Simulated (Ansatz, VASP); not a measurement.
# NaI: VASP beside Ansatz

POSCAR

```
NaI
1.0
    0.0000000000      3.2334440900      3.2334440900
    3.2334440900      0.0000000000      3.2334440900
    3.2334440900      3.2334440900      0.0000000000
Na I
1 1
Direct
    0.0000000000      0.0000000000      0.0000000000
    0.5000000000      0.5000000000      0.5000000000
```

The input INCAR.step1:

```
SYSTEM = NaI
ALGO = Normal ; EDIFF = 1E-4
ENCUT = 520 ; GGA = PE
ISMEAR = -1 ; LASPH = .True.
LCHARG = .False. ; LREAL = .False.
LWAVE = .True. ; NBANDS = 14
NELM = 100 ; PREC = Accurate
SIGMA = 0.02
```

Contents of INCAR.step2:

```
SYSTEM = NaI
ALGO = Normal ; EDIFF = 1E-7
ENCUT = 520 ; ISIF = 2
ISMEAR = -1 ; ISTART = 1
LASPH = .True. ; LCHARG = .False.
LMIXTAU = .True. ; LREAL = .False.
LWAVE = .False. ; METAGGA = R2SCAN
NBANDS = 14 ; NELM = 100
PREC = Accurate ; SIGMA = 0.02
```

Contents of KPOINTS:

```
k-points
0
Gamma
  8 8 8
  0 0 0
```

Input for Ansatz:

```yaml
crystal:
  lattice:
    - [0.0, 3.23344409, 3.23344409]
    - [3.23344409, 0.0, 3.23344409]
    - [3.23344409, 3.23344409, 0.0]
  atoms:
    - { symbol: Na, position: [0.0, 0.0, 0.0] }
    - { symbol: I, position: [0.5, 0.5, 0.5] }
  symmetry: { tolerance: 0.0003 }
hamiltonian:
  xc: r2scan
  pseudopotentials: { kind: paw, azcp: { folder: soft_1 } }
basis:
  ecutwfc: 500
magnetization:
  spin_polarized: false
scf:
  occupations: { method: fermi_dirac, width: 0.02 }
kpoints:
  mp_grid: { grid: [8, 8, 8], shift: [0, 0, 0] }
  band_path:
    path:
      - [0.0, 0.0, 0.0]
      - [0.5, 0.0, 0.5]
      - [0.625, 0.25, 0.625]
      - [0.375, 0.375, 0.75]
      - [0.0, 0.0, 0.0]
      - [0.5, 0.5, 0.5]
      - [0.5, 0.25, 0.75]
      - [0.5, 0.0, 0.5]
    npoints: 15
output:
  forces: true
  stress: true
  eigenvalues: true
  bader: true
  populations: true
  elf: true
  write_potential: true
  write_density: true
  volumetric_format: npy
  dos:
    e_range: [-12, 8]
    de: 0.05
    projected: { site_lists: { I: [I], Na: [Na] } }
```

Alike in both runs: task single point; functional r2SCAN; k mesh 8 × 8 × 8; occupations fermi-dirac, width 0.02 eV; no spin polarisation.

|  | VASP | Ansatz |
| --- | --- | --- |
| version | VASP 6.6.1 | Ansatz 0.2.0 |
| potentials or method | VASP PAW PBE potentials, release 64 (Na_pv, I), cutoff 520 eV | PAW plane waves |
| valence electrons in the cell | 14 | 26 |

|  | VASP | Ansatz | Ansatz less VASP |
| --- | --- | --- | --- |
| gap on the k mesh at the Fermi level (eV) | 4.45 | 4.44 | -0.011 |
| pressure (GPa) | -0.1 | 0.0 | +0.09 |

VASP's potentials were made for PBE, not for r2SCAN. The functional is the same, so the differences come from potentials, cutoffs and numerics. VASP's potentials hold 14 valence electrons a cell and Ansatz's 26, so a difference there can come from the potentials and not from the codes.

Neither program's run includes spin-orbit coupling.
